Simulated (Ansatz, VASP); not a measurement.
**AlN: VASP beside Ansatz**

The input INCAR:

```
  PREC = Accurate
  ENCUT = 520
  EDIFF = 1E-7
  ISMEAR = 0
  SIGMA = 0.05
  LREAL = False
  LASPH = True
  NELM = 100
  ALGO = Normal
  ISIF = 2
  LWAVE = False
  LCHARG = False
  GGA = PE
  NBANDS = 11
```

File KPOINTS:

```
Automatic mesh
0
Gamma
  10 10 10
```

POSCAR

```
AlN
1.0
    0.0000000000      2.2012588983      2.2012588983
    2.2012588983      0.0000000000      2.2012588983
    2.2012588983      2.2012588983      0.0000000000
Al N
1 1
Direct
    0.0000000000      0.0114379721      0.0000000000
    0.7500000000      0.7279671532      0.7500000000
```

Input for Ansatz:

```yaml
crystal:
  lattice:
    - [0.0, 2.2012588983, 2.2012588983]
    - [2.2012588983, 0.0, 2.2012588983]
    - [2.2012588983, 2.2012588983, 0.0]
  atoms:
    - { symbol: Al, position: [0.0, 0.0114379721, 0.0] }
    - { symbol: "N", position: [0.75, 0.7279671532, 0.75] }
basis:
  ecutwfc: 520.0
kpoints:
  mp_grid: { grid: [10, 10, 10] }
hamiltonian:
  xc: pbe
  pseudopotentials: { kind: paw, azcp: { folder: soft_1 } }
scf:
  occupations: { method: gaussian, width: 0.05 }
output:
  forces: true
  stress: true
  eigenvalues: true
```

Change from the starting cell: mode 4 frozen in at -0.049 Å and mode 5 at -0.049 Å (largest displacements).

Alike in both runs: task single point; functional PBE; k mesh 10 × 10 × 10; occupations gaussian, width 0.05 eV; no spin polarisation.

|  | VASP | Ansatz |
| --- | --- | --- |
| version | VASP 6.6.1 | Ansatz 0.2.0 |
| potentials or method | VASP PAW PBE potentials, release 64 (Al, N), cutoff 520 eV | scalar-relativistic, plane waves, PAW |
| valence electrons in the cell | 8 | 8 |

|  | VASP | Ansatz | Ansatz less VASP |
| --- | --- | --- | --- |
| gap on the k mesh at the Fermi level (eV) | 3.03 | 3.04 | +0.007 |
| least direct gap on the mesh (eV) | 3.70 | 3.70 | -0.007 |
| pressure (GPa) | 1.1 | 1.3 | +0.18 |
| traceless stress, the component that is largest in VASP (GPa) | -4.61 | -4.60 | +0.013 |
| rms of the force components (eV/Å) | 0.860 | 0.858 | -0.0017 |

Atom by atom the forces differ by 0.002 eV/Å (rms over components).
